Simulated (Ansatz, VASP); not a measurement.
## One calculation of AlCu3, two programs

The input INCAR:

```
SYSTEM = AlCu3
PREC = Accurate ; ENCUT = 520
EDIFF = 1E-6 ; ISMEAR = 0
SIGMA = 0.15 ; LREAL = .FALSE.
LASPH = .TRUE. ; NELM = 60
ALGO = Fast ; ISIF = 2
LWAVE = .FALSE. ; LCHARG = .FALSE.
NBANDS = 26
```

The input KPOINTS:

```
Automatic mesh
0
G
  12 12 12
  0 0 0
```

Contents of POSCAR:

```
AlCu3
1.0
    3.6489625654      0.0000000000      0.0000000000
    0.0000000000      3.6489625654      0.0000000000
    0.0000000000      0.0000000000      3.6489625654
Al Cu
1 3
Direct
    0.0000000000      0.0000000000      0.0000000000
    0.5000000000      0.4946503589      0.0000000000
    0.5000000000      0.0000000000      0.5000000000
    0.0000000000      0.5053496411      0.5000000000
```

Input for Ansatz:

```yaml
crystal:
  lattice:
    - [3.6489625654, 0.0, 0.0]
    - [0.0, 3.6489625654, 0.0]
    - [0.0, 0.0, 3.6489625654]
  atoms:
    - { symbol: Al, position: [0.0, 0.0, 0.0] }
    - { symbol: Cu, position: [0.5, 0.4946503589, 0.0] }
    - { symbol: Cu, position: [0.5, 0.0, 0.5] }
    - { symbol: Cu, position: [0.0, 0.5053496411, 0.5] }
basis:
  ecutwfc: 520.0
kpoints:
  mp_grid: { grid: [12, 12, 12] }
hamiltonian:
  xc: lda
  pseudopotentials: { kind: paw, azcp: { folder: soft_1 } }
scf:
  occupations: { method: gaussian, width: 0.15 }
output:
  forces: true
  stress: true
  eigenvalues: true
```

Change from the starting cell: mode 5 frozen in at -0.019 Å, equal normal strain along x, y and z +0.0167.

Alike in both runs: task single point; functional LDA; k mesh 12 × 12 × 12; occupations gaussian, width 0.15 eV; no spin polarisation.

```csv
,VASP,Ansatz
version,VASP 6.6.1,Ansatz 0.2.0
potentials or method,"VASP PAW LDA potentials, release 64 (Al, Cu), cutoff 520 eV","scalar-relativistic, plane waves, PAW"
valence electrons in the cell,36,60
```

```tsv
	VASP	Ansatz	Ansatz less VASP
gap on the k mesh at the Fermi level (eV)	none	none	-
pressure (GPa)	-6.7	-7.4	-0.65
rms of the force components (eV/Å)	0.042	0.041	-0.0009
```

Ansatz warns that its potentials were made for another functional, while VASP's fit it. LDA's correlation is that of Perdew and Zunger in VASP and of Perdew and Wang (1992) in Ansatz. Atom by atom the forces differ by 0.001 eV/Å (rms over components). A gap of «none» marks a metal or a gap that the smearing closes. VASP's potentials hold 36 valence electrons a cell and Ansatz's 60, so a difference there can come from the potentials and not from the codes.
